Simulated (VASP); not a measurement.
Write the native input for VASP 6.6.1 that does the following.

| Property | Result |
| --- | --- |
| Task | relaxation of cell and atoms |
| Functional | PBE |
| Potentials or basis | VASP PAW PBE potentials, release 64 (Sn_d, C) |
| Cutoff | 600 eV |
| k mesh | 4 × 4 × 4 |
| Occupations | gaussian, width 0.2 eV |
| Spin | no spin polarisation |
| Dipole correction | no |
| Further INCAR settings | ALGO = Normal; EDIFF = 1e-07; IBRION = 2; EDIFFG = -0.08; NSW = 36; ISIF = 3 |

The structure of SnC2 lies in POSCAR:

```
SnC2
1.0
    0.0000000000      3.7858977500      3.7858977500
    3.7858977500      0.0000000000      3.7858977500
    3.7858977500      3.7858977500      0.0000000000
Sn C
2 4
Direct
    0.2500000000      0.2500000000      0.2500000000
    0.0000000000      0.0000000000      0.0000000000
    0.6250000000      0.1250000000      0.6250000000
    0.6250000000      0.6250000000      0.1250000000
    0.1250000000      0.6250000000      0.6250000000
    0.6250000000      0.6250000000      0.6250000000
```

The cell was generated, and may not be a known phase.

One way to write it, as run:

INCAR

```
SYSTEM = SnC2
PREC = Accurate
ENCUT = 600
EDIFF = 1E-7
ISMEAR = 0
SIGMA = 0.2
LREAL = .FALSE.
LASPH = .TRUE.
NELM = 120
ALGO = Normal
ISIF = 3
LWAVE = .FALSE.
LCHARG = .FALSE.
GGA = PE
IBRION = 2
NSW = 36
EDIFFG = -0.08
GGA_COMPAT = .FALSE.
NELMIN = 4
```

KPOINTS

```
Automatic mesh
0
G
  4 4 4
  0 0 0
```

Potentials or basis: VASP PAW PBE potentials, release 64 (Sn_d, C).

The run is started by

```bash
$ cat potpaw_PBE.64/Sn_d/POTCAR potpaw_PBE.64/C/POTCAR > POTCAR
$ mpirun -np 1 vasp_std > vasp.out
```

It gave:

| Item | Value |
| --- | --- |
| Relaxed volume | 13.07 Å³/atom |
| Relaxed cell | a = 4.805 Å, b = 4.805 Å, c = 4.805 Å, α = 60.00°, β = 60.00°, γ = 60.00° |
| Space group after relaxing (to 0.1 Å) | Fd-3m (No. 227) |
| Energy gained by relaxing | 356.1 meV/atom |
| Ionic steps | 3 |
| Pressure after relaxing | -0.7 GPa |
| Band gap on the k mesh | zero (bands 22 and 23 overlap by 0.31 eV) |

Caveat: the volume moved by over 15 % at a fixed basis, so the end points are rough; semilocal functionals underestimate gaps, and a narrow one can read as zero; spin-orbit coupling is left out, which moves the levels of the heavy elements.

It took 54 s on 1 thread of Intel(R) Xeon(R) 6975P-C (Granite Rapids), on a shared host, peak memory 0.34 GiB.
